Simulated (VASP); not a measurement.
Runs of VASP 6.6.1 on Se. The structure is that of space group P3_121 (No. 152), or close to it. The cells are those of the table. 

| cell | gap on the mesh (eV) | pressure (GPa) | largest force (eV/Å) |
| --- | --- | --- | --- |
| a = 3.903, b = 3.903, c = 4.959 Å, angles 90.0, 90.0, 120.0°, 3 atoms | 0.46 | 3.4 | 0.24 |
| a = 3.714, b = 3.714, c = 5.324 Å, angles 90.0, 90.0, 120.0°, 3 atoms | none | 2.7 | 0.26 |
| a = 4.007, b = 4.007, c = 5.091 Å, angles 90.0, 90.0, 120.0°, 3 atoms | 0.44 | -2.7 | 0.27 |
| a = 3.885, b = 3.885, c = 5.140 Å, angles 90.0, 90.0, 120.0°, 3 atoms | 0.20 | 0.1 | 0.03 |
| a = 3.851, b = 3.851, c = 5.094 Å, angles 90.0, 90.0, 120.0°, 3 atoms | 0.20 | (b) | 0.20 |
| a = 4.116, b = 4.116, c = 4.825 Å, angles 90.0, 90.0, 120.0°, 3 atoms | (a) | -1.4 | 0.25 |
| a = 3.920, b = 3.920, c = 5.185 Å, angles 90.0, 90.0, 120.0°, 3 atoms | 0.19 | -1.8 | 0.13 |
| a = 3.991, b = 3.991, c = 4.871 Å, angles 90.0, 90.0, 120.0°, 3 atoms | 0.23 | 1.9 | 0.08 |

Alike in all rows: task single point; level PBEsol+D3(BJ); potentials or basis VASP PAW PBE potentials, release 64 (Se); no spin polarisation; k mesh 12 × 12 × 8; cutoff (eV) 520; smearing gaussian 0.03 eV.

**Question.** Fill in the values left out.

**Answer.** (a) 0.04; (b) 2.4.

Caveats: the PAW data sets were made with another functional, which shifts forces and pressure a little; semilocal functionals underestimate gaps, and a narrow one can read as zero (at least some runs); the cell stands under pressure (at least some runs).

A k mesh can miss the band edges, and the runs leave out spin-orbit coupling on Se.

A gap of «none» marks levels without a gap at the run's occupations.
